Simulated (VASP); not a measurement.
# Ta (P6_3/mmc) in VASP: notebook, part 2 of 2

VASP 6.6.1. The steps go on from the part before.

## Step 3: Single point, PBEsol

This run uses another cell than the first one, of the same volume but with other edges.

Input file INCAR:

```
PREC = Accurate ; ENCUT = 520
EDIFF = 1E-7 ; ISMEAR = 0
SIGMA = 0.15 ; LREAL = False
LASPH = True ; NELM = 80
ALGO = Fast ; ISIF = 2
LWAVE = False ; LCHARG = False
GGA = PS ; NBANDS = 18
```

Input file KPOINTS:

```
regular mesh
0
Gamma
  21 21 10
```

Input file POSCAR:

```
Ta
1.0
    2.7293546175      0.0000000000      0.0000000000
   -1.3646773087      2.3636904347      0.0000000000
    0.0000000000      0.0000000000      5.8339799629
Ta
2
Direct
    0.6666666667      0.3333333333      0.7500000000
    0.3333333333      0.6666666667      0.2500000000
```

Potentials or basis: VASP PAW PBE potentials, release 64 (Ta_pv).

On the command line:

```console
$ cat potpaw_PBE.64/Ta_pv/POTCAR > POTCAR
$ mpirun -np 1 vasp_std > vasp.out
```

OUTCAR:

```text
PREC = Accurate
   ENCUT = 520
   EDIFF = 1E-7
   ISMEAR = 0
   LREAL = False
   LASPH = True
   NELM = 80
   ISIF = 2
   GGA = PS

 ion  position               nearest neighbor table
   1  0.667  0.333  0.750-   2 3.32   2 3.32   2 3.32   2 3.32   2 3.32   2 3.32
   2  0.333  0.667  0.250-   1 3.32   1 3.32   1 3.32   1 3.32   1 3.32   1 3.32

  LATTYP: Found a hexagonal cell.
 ALAT       =     2.7293546175
 C/A-ratio  =     2.1374943093

  Lattice vectors:

 A1 = (   2.7293546175,   0.0000000000,   0.0000000000)
 A2 = (  -1.3646773087,   2.3636904347,   0.0000000000)
 A3 = (   0.0000000000,   0.0000000000,   5.8339799629)

Analysis of symmetry for initial positions (statically):
=====================================================================
 Subroutine PRICEL returns:
 Original cell was already a primitive cell.

 Routine SETGRP: Setting up the symmetry group for a
 hexagonal supercell.

 Subroutine GETGRP returns: Found 24 space group operations
[... 156 lines left out ...]
   NGX = 11   NGY = 11   NGZ = 21

 number of electron      22.0000004 magnetization

 Free energy of the ion-electron system (eV)
  ---------------------------------------------------
  ext. energy  EPLUGINS =         0.00000000
  ---------------------------------------------------
  free energy    TOTEN  =       -23.93379830 eV

  energy without entropy =      -23.90502355  energy(sigma->0) =      -23.91941093

 E-fermi :   5.3707     XC(G=0): -12.4197

 val. band max:        5.3681802415   @ k =   0.1905   0.0000   0.3000
 cond. band min:       5.3750549784   @ k =   0.1429   0.0000   0.4000
 fundamental gap:      0.0068747369
 Fermi energy:         5.3706659936

 k-point     1 :       0.0000    0.0000    0.0000
  band No.  band energies     occupation
      1     -29.0442      2.00000
      2     -28.6070      2.00000
      3     -27.8073      2.00000
      4     -27.8073      2.00000
      5     -27.7837      2.00000
      6     -27.7837      2.00000
[... 481 lines left out ...]
      5     -28.0605      2.00000
      6     -28.0290      2.00000
[... 10 lines left out ...]
     17      10.2296      0.00000
     18      11.6322      0.00000

 [... further k-points ...]
[... 5 lines left out ...]
  --------------------------------------------------------------------------------------
  -------------------------------------------------------------------------------------
  Total        3.3835876      3.3835876     -6.2043823      0.0000000     -0.0000000      0.0000000
  in kB      144.0364851    144.0364851   -264.1153452      0.0000000     -0.0000000      0.0000000
  external PRESSURE =       7.9858750 kB  Pullay stress =       0.0000000 kB

 VOLUME and BASIS-vectors are now :
 -----------------------------------------------------------------------------
  energy-cutoff  :      520.00
  volume of cell :       37.64
      direct lattice vectors                 reciprocal lattice vectors
     2.729354617  0.000000000  0.000000000     0.366386982  0.211533622  0.000000000
    -1.364677309  2.363690435  0.000000000     0.000000000  0.423067245  0.000000000
     0.000000000  0.000000000  5.833979963     0.000000000  0.000000000  0.171409571

 POSITION                                       TOTAL-FORCE (eV/Angst)
 -----------------------------------------------------------------------------------
      1.36468      0.78790      4.37548        -0.000000     -0.000000      0.000000
     -0.00000      1.57579      1.45849         0.000000      0.000000      0.000000
 -----------------------------------------------------------------------------------
    total drift:                                0.000000     -0.000000      0.000000

  FREE ENERGIE OF THE ION-ELECTRON SYSTEM (eV)
  ---------------------------------------------------
  free  energy   TOTEN  =       -23.9337983002 eV

  energy  without entropy=      -23.9050235523  energy(sigma->0) =      -23.91941093
```

stdout:

```text
POSCAR found type information on POSCAR Ta
 POSCAR found :  1 types and       2 ions
 scaLAPACK will be used
 -----------------------------------------------------------------------------
|                                                                             |
|                                                                             |
|     You enforced a specific xc type in the INCAR file but a different       |
|     I HOPE YOU KNOW WHAT YOU ARE DOING!                                     |
|                                                                             |
 -----------------------------------------------------------------------------

 LDA part: xc-table for (Slater+PW92), standard interpolation
 POSCAR, INCAR and KPOINTS ok, starting setup
 FFT: planning ... GRIDC
 FFT: planning ... GRID_SOFT
 FFT: planning ... GRID
 WAVECAR not read
 entering main loop
```

Run time: 100 s. Hardware: 1 thread of Intel Xeon Platinum 8559C (Emerald Rapids), shared host; peak memory 0.27 GiB.

Results:

```
Free energy            : -23.9338 eV
Pressure               : 0.8 GPa
Band gap on the k mesh : zero (band 11 reaches 7.23 eV, above the bottom of band 12 at 4.43 eV)
```

Stress tensor (GPa, compression positive):
```
 14.40   0.00   0.00
  0.00  14.40   0.00
  0.00   0.00 -26.41
```

Caveat: the PAW data sets were made with another functional, which shifts forces and pressure a little; spin-orbit coupling is left out, which moves the levels of the heavy elements.

## Step 4: Single point, PBEsol

This run uses another cell than the first one, of the same volume but with other edges.

Input file INCAR:

```
SYSTEM = Ta
ALGO = Fast
EDIFF = 1E-6
ENCUT = 520
GGA = PS
ISIF = 2
ISMEAR = 0
LASPH = .True.
LCHARG = .False.
LREAL = .False.
LWAVE = .False.
NBANDS = 18
NELM = 100
PREC = Accurate
SIGMA = 0.15
```

Input file KPOINTS:

```
k-points
0
Gamma
  21 21 10
  0 0 0
```

Input file POSCAR:

```
Ta
1.0
    2.9821153548      0.0000000000      0.0000000000
   -1.4910576774      2.5825876543      0.0000000000
    0.0000000000      0.0000000000      4.8869285271
Ta
2
Direct
    0.6666666667      0.3333333333      0.7500000000
    0.3333333333      0.6666666667      0.2500000000
```

On the command line:

```console
$ cat potpaw_PBE.64/Ta_pv/POTCAR > POTCAR
$ mpirun -np 1 vasp_std > vasp.out
```

Wall time 87 s (1 thread of Intel Xeon Platinum 8559C (Emerald Rapids), shared host); peak memory 0.27 GiB.

Results (log left out):

* Free energy: -24.4090 eV
* Pressure: -7.2 GPa
* Band gap on the k mesh: zero (band 11 reaches 6.73 eV, above the bottom of band 12 at 4.71 eV)

Stress tensor (GPa, compression positive):
```
-10.82   0.00   0.00
  0.00 -10.82   0.00
  0.00   0.00  -0.01
```

Levels at points of the mesh, in eV from the Fermi level:
```tsv
k point	band 8	band 9	band 10	band 11	band 12	band 13	band 14	band 15
(0.00, 0.00, 0.00)	-4.75	0.25	0.36	0.36	0.55	1.13	1.13	2.17
(0.00, 0.00, 0.50)	-6.18	-0.76	-0.76	0.30	0.30	0.30	0.30	4.22
```

Caveat: the PAW data sets were made with another functional, which shifts forces and pressure a little; spin-orbit coupling is left out, which moves the levels of the heavy elements.

## Step 5: Summary

| cell | further INCAR settings | gap on the mesh (eV) | pressure (GPa) |
| --- | --- | --- | --- |
| a = 3.062, b = 3.062, c = 4.636 Å, angles 90.0, 90.0, 120.0°, 2 atoms | ALGO = Fast; EDIFF = 1e-06; NBANDS = 18 | none | -6.6 |
| a = 2.729, b = 2.729, c = 5.834 Å, angles 90.0, 90.0, 120.0°, 2 atoms | ALGO = Fast; EDIFF = 1e-07; NBANDS = 18 | none | 0.8 |
| a = 2.982, b = 2.982, c = 4.887 Å, angles 90.0, 90.0, 120.0°, 2 atoms | ALGO = Fast; EDIFF = 1e-06; NBANDS = 18 | none | -7.2 |

Alike in all rows: task single point; level PBEsol; potentials or basis VASP PAW PBE potentials, release 64 (Ta_pv); no spin polarisation; k mesh 21 × 21 × 10; cutoff (eV) 520; smearing gaussian 0.15 eV.

Caveats: the PAW data sets were made with another functional, which shifts forces and pressure a little; spin-orbit coupling is left out, which moves the levels of the heavy elements.

Absolute energies hang on the potentials; compare differences alone.
